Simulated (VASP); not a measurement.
Wanted: the native input for a VASP 6.6.1 run.

- Task: single point
- Functional: PBEsol
- Potentials or basis: VASP PAW PBE potentials, release 64 (Ti_sv, Si)
- Cutoff: 520 eV
- k mesh: 12 × 12 × 12
- Occupations: tetrahedron
- Spin: no spin polarisation
- Dipole correction: no
- Further INCAR settings: ALGO = Fast; EDIFF = 1e-06; NBANDS = 41

The structure of Ti5Si lies in POSCAR:

```
Ti5Si
1.0
    2.5228393509      1.4565619783      4.4409048145
   -2.5228393509      1.4565619783      4.4409048145
    0.0000000000     -2.9131239567      4.4409048145
Ti Si
5 1
Direct
    0.1514396700      0.1514396700      0.1514396700
    0.6053500000      0.3946500000      0.0000000000
    0.0000000000      0.6053500000      0.3946500000
    0.8485603300      0.8485603300      0.8485603300
    0.3946500000      0.0000000000      0.6053500000
    0.5000000000      0.5000000000      0.5000000000
```

These files were run (other wordings do the same):

INCAR

```
PREC = Accurate
ENCUT = 520
EDIFF = 1E-6
ISMEAR = -5
SIGMA = 0.1
LREAL = F
LASPH = T
NELM = 80
ALGO = Fast
ISIF = 2
LWAVE = F
LCHARG = T
GGA = PS
LELF = T
LVHAR = T
NBANDS = 41
```

KPOINTS

```
Automatic mesh
0
Gamma
  12 12 12
```

Potentials or basis: VASP PAW PBE potentials, release 64 (Ti_sv, Si).

Run with:

```console
$ cat potpaw_PBE.64/Ti_sv/POTCAR potpaw_PBE.64/Si/POTCAR > POTCAR
$ mpirun -np 1 vasp_std > vasp.out
```

Results of the run:

```yaml
Pressure: -4.3 GPa
Largest_force: 0.071 eV/Å
Band_gap_on_the_k_mesh: zero (band 32 reaches 9.02 eV, above the bottom of band 33 at 8.43 eV)
```

Caveat: the PAW data sets were made with another functional, which shifts forces and pressure a little; tetrahedron occupations give inexact forces and stress in metals.

Run time: 53 min on 1 thread of Intel(R) Xeon(R) Platinum 8488C (Sapphire Rapids), with other jobs on the host, peak memory 0.66 GiB.
